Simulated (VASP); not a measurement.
Here is a VASP 6.6.1 calculation.

File INCAR:

```
  ALGO = Normal
  EDIFF = 1E-6
  ENCUT = 600
  GGA_COMPAT = F
  ISIF = 2
  ISMEAR = -1
  LASPH = T
  LCHARG = F
  LREAL = F
  LWAVE = F
  NBANDS = 15
  NELM = 120
  PREC = Accurate
  SIGMA = 0.05
```

Contents of KPOINTS:

```
k-points
0
Gamma
  10 10 10
```

POSCAR

```
TaN
1.0
    0.0000000000      2.2259679500      2.2259679500
    2.2259679500      0.0000000000      2.2259679500
    2.2259679500      2.2259679500      0.0000000000
Ta N
1 1
Direct
    0.5000000000      0.5000000000      0.5000000000
    0.0000000000      0.0000000000      0.0000000000
```

Potentials or basis: VASP PAW LDA potentials, release 64 (Ta_pv, N).

The run is started by

```sh
$ cat potpaw_LDA.64/Ta_pv/POTCAR potpaw_LDA.64/N/POTCAR > POTCAR
$ mpirun -np 1 vasp_std > vasp.out
```

Q: What does it give for the band gap on the k mesh?

A: Zero (band 8 reaches 10.74 eV, above the bottom of band 9 at 6.94 eV).

Q: What does it give for the pressure?

A: -21.3 GPa.

Caveat: spin-orbit coupling is left out, which moves the levels of the heavy elements.
